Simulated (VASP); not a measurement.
Input of a VASP 6.6.1 run:

Contents of INCAR:

```
SYSTEM = SiC
PREC     = Accurate       ! precision mode
ENCUT    = 520            ! plane-wave cutoff, eV
EDIFF    = 1E-6           ! SCF threshold, eV
ISMEAR   = 0              ! smearing method
SIGMA    = 0.01           ! smearing width, eV
LREAL    = .FALSE.        ! projectors in reciprocal space
LASPH    = .TRUE.         ! aspherical terms in the spheres
NELM     = 60             ! most SCF steps
ALGO     = Normal         ! electronic algorithm
ISIF     = 2              ! what is computed and relaxed
LWAVE    = .FALSE.        ! write WAVECAR
LCHARG   = .FALSE.        ! write CHGCAR
NBANDS   = 16             ! bands
```

KPOINTS

```
Automatic mesh
0
G
  8 8 4
  0 0 0
```

Contents of POSCAR:

```
SiC
1.0
    3.0410800508      0.0000000000      0.0000000000
   -1.5205400254      2.6336525790      0.0000000000
    0.0000000000      0.0000000000      5.0211674967
Si C
2 2
Direct
    0.3333333333      0.6666666667      0.0049350297
    0.6666666667      0.3333333333      0.5049350297
    0.3333333333      0.6666666667      0.3800649703
    0.6666666667      0.3333333333      0.8800649703
```

Potentials or basis: VASP PAW LDA potentials, release 64 (Si, C).

Launch:

```bash
$ cat potpaw_LDA.64/Si/POTCAR potpaw_LDA.64/C/POTCAR > POTCAR
$ mpirun -np 1 vasp_std > vasp.out
```

**Question.** Estimate the pressure.

**Answer.** 2.5 GPa.

**Question.** What does it give for the band gap on the k mesh?

**Answer.** 2.32 eV, indirect (least direct gap 3.98 eV).

Stress tensor (GPa, compression positive):
```
3.60 0.00 0.00
0.00 3.60 0.00
0.00 0.00 0.39
```

Caveat: the cell differs from its parent crystal (film at in-plane strain -0.005). A k mesh can miss the band edges.
